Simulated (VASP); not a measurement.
The system is BP.

```
B P
1.0
     3.20394    0.00000    0.00000
    -1.60197    2.77469    0.00000
     0.00000    0.00000    8.46663
B P
2 2
Direct
  0.33333 0.66667 0.25000
  0.66667 0.33333 0.75000
  0.66667 0.33333 0.25000
  0.33333 0.66667 0.75000
```

Base run:

```yaml
Program: VASP 6.6.1
Functional: HSE06
Potentials_or_basis: VASP PAW PBE potentials, release 64 (B, P)
Cutoff: 520 eV
k_mesh: 6 × 6 × 2
Occupations: gaussian, width 0.01 eV
Spin: no spin polarisation
```

Its results: band gap on the k mesh 1.34 eV, direct; pressure -0.5 GPa.

**Question.** After a change of settings the same cell gave: band gap on the k mesh 0.81 eV, direct; pressure -2.5 GPa. Which change was it?
A. functional from HSE06 to r2SCAN
B. functional from HSE06 to PBE; further incar settings from ALGO = Normal; EDIFF = 1e-06; NBANDS = 16 to ALGO = Normal; EDIFF = 1e-07; NBANDS = 16
C. functional from HSE06 to LDA; potentials or basis from VASP PAW PBE potentials, release 64 (B, P) to VASP PAW LDA potentials, release 64 (B, P)
D. functional from HSE06 to PBE

**Answer.** C.

Caveats: the PAW data sets were made with another functional, which shifts forces and pressure a little (some runs); this functional lacks dispersion, which binds the layers, so the pressure and a relaxed spacing across them are unreliable (some runs).
